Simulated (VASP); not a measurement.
# SiC2 (P6_3/mmc) in VASP: notebook, part 2 of 2

VASP 6.6.1. Earlier steps stand in the parts before.

## 3. Relaxation of cell and atoms, PBE

File INCAR:

```
SYSTEM = SiC2
PREC     = Accurate       ! precision mode
ENCUT    = 600            ! plane-wave cutoff, eV
EDIFF    = 1E-6           ! SCF threshold, eV
ISMEAR   = 0              ! smearing method
SIGMA    = 0.1            ! smearing width, eV
LREAL    = .FALSE.        ! projectors in reciprocal space
LASPH    = .TRUE.         ! aspherical terms in the spheres
NELM     = 100            ! most SCF steps
ALGO     = Normal         ! electronic algorithm
ISIF     = 3              ! what is computed and relaxed
LWAVE    = .FALSE.        ! write WAVECAR
LCHARG   = .FALSE.        ! write CHGCAR
GGA      = PE             ! functional
IBRION   = 2              ! ionic algorithm
NSW      = 100            ! ionic steps
EDIFFG   = -0.01          ! ionic threshold
```

File KPOINTS:

```
Automatic mesh
0
G
  18 18 4
  0 0 0
```

File POSCAR:

```
SiC2
1.0
    2.5597107718      0.0000000000      0.0000000000
   -1.2798553859      2.2167745547      0.0000000000
    0.0000000000      0.0000000000      8.9153470245
Si C
2 4
Direct
    0.3333333333      0.6666666667      0.2500000000
    0.6666666667      0.3333333333      0.7500000000
    0.3333333333      0.6666666667      0.0238893972
    0.3333333333      0.6666666667      0.4761106028
    0.6666666667      0.3333333333      0.9761106028
    0.6666666667      0.3333333333      0.5238893972
```

Potentials or basis: VASP PAW PBE potentials, release 64 (Si, C).

On the command line:

```console
cat potpaw_PBE.64/Si/POTCAR potpaw_PBE.64/C/POTCAR > POTCAR
mpirun -np 1 vasp_std > vasp.out
```

OUTCAR:

```text
SYSTEM = SiC2
   PREC = Accurate
   ENCUT = 600
   EDIFF = 1E-6
   ISMEAR = 0
   LREAL = .FALSE.
   LASPH = .TRUE.
   NELM = 100
   ISIF = 3
   GGA = PE
   IBRION = 2
   NSW = 100
   EDIFFG = -0.01

 ion  position               nearest neighbor table
   1  0.333  0.667  0.250-   3 2.02   4 2.02
   2  0.667  0.333  0.750-   5 2.02   6 2.02
   3  0.333  0.667  0.024-   5 1.54   5 1.54   5 1.54   1 2.02
   4  0.333  0.667  0.476-   6 1.54   6 1.54   6 1.54   1 2.02
   5  0.667  0.333  0.976-   3 1.54   3 1.54   3 1.54   2 2.02
   6  0.667  0.333  0.524-   4 1.54   4 1.54   4 1.54   2 2.02

  LATTYP: Found a hexagonal cell.
 ALAT       =     2.5597107718
 C/A-ratio  =     3.4829509344

  Lattice vectors:

 A1 = (   2.5597107718,   0.0000000000,   0.0000000000)
 A2 = (  -1.2798553859,   2.2167745547,   0.0000000000)
 A3 = (   0.0000000000,   0.0000000000,   8.9153470245)

Analysis of symmetry for initial positions (statically):
=====================================================================
 Subroutine PRICEL returns:
 Original cell was already a primitive cell.

 Routine SETGRP: Setting up the symmetry group for a
 hexagonal supercell.

 Subroutine GETGRP returns: Found 24 space group operations
 (whereof 12 operations were pure point group operations)
 out of a pool of 24 trial point group operations.

The static configuration has the point symmetry D_3d.
 The point group associated with its full space group is D_6h.

Analysis of symmetry for dynamics (positions and initial velocities):
=====================================================================
 Subroutine PRICEL returns:
 Original cell was already a primitive cell.

 Routine SETGRP: Setting up the symmetry group for a
 hexagonal supercell.

 Subroutine GETGRP returns: Found 24 space group operations
 (whereof 12 operations were pure point group operations)
 out of a pool of 24 trial point group operations.

The dynamic configuration has the point symmetry D_3d.
 The point group associated with its full space group is D_6h.

 Subroutine INISYM returns: Found 24 space group operations
 (whereof 12 operations are pure point group operations),
 and found     1 'primitive' translations

----------------------------------------------------------------------------------------

                                     Primitive cell

  volume of cell :      50.5884

  direct lattice vectors                    reciprocal lattice vectors
     2.559710772  0.000000000  0.000000000     0.390669138  0.225552932  0.000000000
    -1.279855386  2.216774555  0.000000000     0.000000000  0.451105864  0.000000000
     0.000000000  0.000000000  8.915347025     0.000000000  0.000000000  0.112166133

  length of vectors
     2.559710772  2.559710772  8.915347025     0.451105864  0.451105864  0.112166133

  position of ions in fractional coordinates (direct lattice)
     0.333333333  0.666666667  0.250000000
     0.666666667  0.333333333  0.750000000
     0.333333333  0.666666667  0.023889397
     0.333333333  0.666666667  0.476110603
     0.666666667  0.333333333  0.976110603
     0.666666667  0.333333333  0.523889397
[... 38 lines left out ...]
  0.000000  0.000000  0.000000      1.000000
  0.055556 -0.000000  0.000000      6.000000
  0.111111 -0.000000  0.000000      6.000000
  0.166667 -0.000000  0.000000      6.000000
  0.222222 -0.000000  0.000000      6.000000
  0.277778 -0.000000  0.000000      6.000000
[... 16 lines left out ...]
  0.333333  0.111111  0.000000     12.000000
  0.388889  0.111111  0.000000     12.000000
 [... further k-points ...]
   k-points           NKPTS =    111   k-points in BZ     NKDIM =    111   number of bands    NBANDS=     16
   number of dos      NEDOS =    301   number of ions     NIONS =      6
   total plane-waves  NPLWV =  28800
   dimension x,y,z NGX =    20 NGY =   20 NGZ =   72
   dimension x,y,z NGXF=    40 NGYF=   40 NGZF=  144
   ions per type =               2   4
   NGX,Y,Z   is equivalent  to a cutoff of  12.99, 12.99, 13.43 a.u.
   NGXF,Y,Z  is equivalent  to a cutoff of  25.98, 25.98, 26.85 a.u.
 SYSTEM =  SiC2
   PREC   = accura    normal or accurate (medium, high low for compatibility)
   ISTART =      0    job   : 0-new  1-cont  2-samecut
   ICHARG =      2    charge: 1-file 2-atom 10-const
   ISPIN  =      1    spin polarized calculation?
   LNONCOLLINEAR =      F non collinear calculations
   LSORBIT =      F    spin-orbit coupling
   LASPH  =      T    aspherical Exc in radial PAW
   ENCUT  =  600.0 eV  44.10 Ry    6.64 a.u.   5.11  5.11 17.81*2*pi/ulx,y,z
   NELM   =    100;   NELMIN=  2; NELMDL= -5     # of ELM steps
   EDIFF  = 0.1E-05   stopping-criterion for ELM
   LREAL  =      F    real-space projection
   EDIFFG = -.1E-01   stopping-criterion for IOM
   NSW    =    100    number of steps for IOM
   IBRION =      2    ionic relax: 0-MD 1-quasi-New 2-CG
   NFREE  =      1    steps in history (QN), initial steepest desc. (CG)
   ISIF   =      3    stress and relaxation
   ISYM   =      2    0-nonsym 1-usesym 2-fastsym
   POTIM  = 0.5000    time-step for ionic-motion
   TEBEG  =    0.0;   TEEND  =   0.0 temperature during run
   PSTRESS=    0.0 pullay stress
   NELECT =      24.0000    total number of electrons
   NUPDOWN=      -1.0000    fix difference up-down
   EMIN   =  10.00;   EMAX   =-10.00  energy-range for DOS
   EFERMI =   0.00;   METHOD = LEGACY
   ISMEAR =     0;   SIGMA  =   0.10  broadening in eV -4-tet -1-fermi 0-gaus
   EFERMI_NEDOS =   21; number of points for ismear=-14 and -15
   IALGO  =     38    algorithm
   IMIX   =      4    mixing-type and parameters
     AMIX     =   0.40;   BMIX     =  1.00
     AMIX_MAG =   1.60;   BMIX_MAG =  1.00
  volume/ion in A,a.u.               =       8.43        56.90
  Fermi-wavevector in a.u.,A,eV,Ry     =   1.276816  2.412833 22.181025  1.630259
  Thomas-Fermi vector in A             =   2.409451
   LORBIT       =      0    0 simple, 1 ext, 2 COOP (PROOUT), +10 PAW based schemes
   GGA     = PE    functional components
   LHFCALC =     F    Hartree Fock is set to
   AEXX    =    0.0000 exact exchange contribution
   IVDW    =     0    specifies the selected vdW correction
   LEPSILON=     F    determine dielectric tensor
   LRPA    =     F    only Hartree local field effects (RPA)
 conjugate gradient relaxation of ions
 non-spin polarized calculation
 Gauss-broadening in eV      SIGMA  =   0.10
  energy-cutoff  :      600.00
  volume of cell :       50.59
 maximum number of plane-waves:      1704
   NGX = 11   NGY = 11   NGZ = 35

--------------------------------------- Ionic step        1  -------------------------------------------

 number of electron      23.9999999 magnetization

 Free energy of the ion-electron system (eV)
  ---------------------------------------------------
  ext. energy  EPLUGINS =         0.00000000
  ---------------------------------------------------
  free energy    TOTEN  =       -45.62278919 eV

  energy without entropy =      -45.61840229  energy(sigma->0) =      -45.62059574

------------------------ aborting loop because EDIFF is reached ----------------------------------------

  FORCE on cell =-STRESS in cart. coord.  units (eV):
  Direction    XX          YY          ZZ          XY          YZ          ZX
  --------------------------------------------------------------------------------------
  -------------------------------------------------------------------------------------
  Total       -1.3516675     -1.3516675      1.6329017      0.0000000      0.0000000      0.0000000
  in kB      -42.8084768    -42.8084768     51.7154083      0.0000000      0.0000000      0.0000000
  external PRESSURE =     -11.3005151 kB  Pullay stress =       0.0000000 kB
[... 147 lines left out ...]
--------------------------------------- Ionic step        5  -------------------------------------------

 number of electron      24.0000000 magnetization

 Free energy of the ion-electron system (eV)
  ---------------------------------------------------
  ext. energy  EPLUGINS =         0.00000000
  ---------------------------------------------------
  free energy    TOTEN  =       -45.63811016 eV

  energy without entropy =      -45.63498158  energy(sigma->0) =      -45.63654587

 E-fermi :  10.2870     XC(G=0): -12.1957

 val. band max:       10.2321727258   @ k =   0.3889   0.1667   0.5000
 cond. band min:      10.3054053338   @ k =   0.3333   0.1667   0.2500
 fundamental gap:      0.0732326080
 Fermi energy:        10.2870008628

 k-point     1 :       0.0000    0.0000    0.0000
  band No.  band energies     occupation
      1      -9.3924      2.00000
      2      -9.0849      2.00000
      3      -4.0088      2.00000
      4      -1.2639      2.00000
      5      -0.2078      2.00000
      6       5.7045      2.00000
[... 433 lines left out ...]
      3      -1.7818      2.00000
      4      -1.6164      2.00000
      5       1.6939      2.00000
      6       3.7639      2.00000
[... 8 lines left out ...]
     15      14.7138      0.00000
     16      15.3149      0.00000

 [... further k-points ...]
[... 5 lines left out ...]
  --------------------------------------------------------------------------------------
  -------------------------------------------------------------------------------------
  Total        0.0124888      0.0124888      0.0230320      0.0000000      0.0000000     -0.0000000
  in kB        0.3964041      0.3964041      0.7310514      0.0000000      0.0000000     -0.0000000
  external PRESSURE =       0.5079532 kB  Pullay stress =       0.0000000 kB
[... 21 lines left out ...]
  FREE ENERGIE OF THE ION-ELECTRON SYSTEM (eV)
  ---------------------------------------------------
  free  energy   TOTEN  =       -45.6381101561 eV

  energy  without entropy=      -45.6349815806  energy(sigma->0) =      -45.63654587

 reached required accuracy - stopping structural energy minimisation
```

Wall time 3.2 min (1 thread of Intel Xeon Platinum 8259CL at 2.50GHz (Skylake/Cascade Lake), shared host); peak memory 0.23 GiB.

Results:

| Item | Value |
| --- | --- |
| Free energy | -45.6381 eV |
| Relaxed volume | 8.41 Å³/atom |
| Relaxed cell | a = 2.545 Å, b = 2.545 Å, c = 8.997 Å, α = 90.00°, β = 90.00°, γ = 120.00° |
| Space group after relaxing (to 0.05 Å) | P6_3/mmc (No. 194) |
| Energy gained by relaxing | 2.6 meV/atom |
| Ionic steps | 5 |
| Pressure after relaxing | 0.1 GPa |
| Largest force after relaxing | 0.004 eV/Å |
| Band gap on the k mesh | zero (band 12 reaches 14.27 eV, above the bottom of band 13 at 7.70 eV) |

Forces in eV/Å, atoms in the order of the input:
```
Si   0.000  0.000  0.000
Si   0.000  0.000  0.000
C    0.000  0.000  0.004
C    0.000  0.000 -0.004
C    0.000  0.000 -0.004
C    0.000  0.000  0.004
```

Step by step:
| step | energy change (eV) | largest force (eV/Å) | pressure (GPa) | volume (Å³) |
| --- | --- | --- | --- | --- |
| 1 | 0.0000 | 0.0130 | -1.13 | 50.59 |
| 2 | -0.0054 | 0.1475 | 2.16 | 50.14 |
| 3 | -0.0145 | 0.0918 | 0.61 | 50.34 |
| 4 | -0.0152 | 0.0428 | -0.17 | 50.53 |
| 5 | -0.0153 | 0.0035 | 0.05 | 50.48 |

Final structure:
```
CELL_PARAMETERS angstrom
2.54531 0.00000 0.00000
-1.27265 2.20430 0.00000
0.00000 0.00000 8.99668
ATOMIC_POSITIONS crystal
Si 0.33333 0.66667 0.25000
Si 0.66667 0.33333 0.75000
C 0.33333 0.66667 0.02353
C 0.33333 0.66667 0.47647
C 0.66667 0.33333 0.97647
C 0.66667 0.33333 0.52353
```
